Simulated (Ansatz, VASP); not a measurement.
## One calculation of Cs2Ru, two programs

```
CELL_PARAMETERS angstrom
6.78165 0.00000 0.00000
0.00000 6.91137 0.00000
0.00000 0.00000 5.21738
ATOMIC_POSITIONS crystal
Cs 0.26216 0.26332 0.00000
Cs 0.73784 0.73668 0.00000
Cs 0.76216 0.23668 0.50000
Cs 0.23784 0.76332 0.50000
Ru 0.00000 0.00000 0.00000
Ru 0.50000 0.50000 0.50000
```

Alike in both runs: functional PBE; k mesh 4 × 4 × 4; occupations gaussian, width 0.1 eV; no spin polarisation.

Ansatz relaxed the structure, and its values are those at the end. VASP's run is a single point on that final structure, the one shown.

|  | VASP | Ansatz |
| --- | --- | --- |
| version | VASP 6.6.1 | Ansatz 0.2.0 |
| potentials or method | VASP PAW PBE potentials, release 64 (Cs_sv, Ru_pv), cutoff 520 eV | scalar-relativistic, plane waves, PAW |
| valence electrons in the cell | 64 | 68 |

|  | VASP | Ansatz | Ansatz less VASP |
| --- | --- | --- | --- |
| gap on the k mesh at the Fermi level (eV) | none | none | - |
| pressure (GPa) | 0.9 | 0.0 | -0.83 |
| rms of the force components (eV/Å) | 0.161 | 0.004 | -0.1575 |

A gap of «none» marks a metal or a gap that the smearing closes. One of these differences is far larger than is usual between the two programs; its cause wasn't traced. VASP's potentials hold 64 valence electrons a cell and Ansatz's 68, so a difference there can come from the potentials and not from the codes.

Spin-orbit coupling is off throughout.
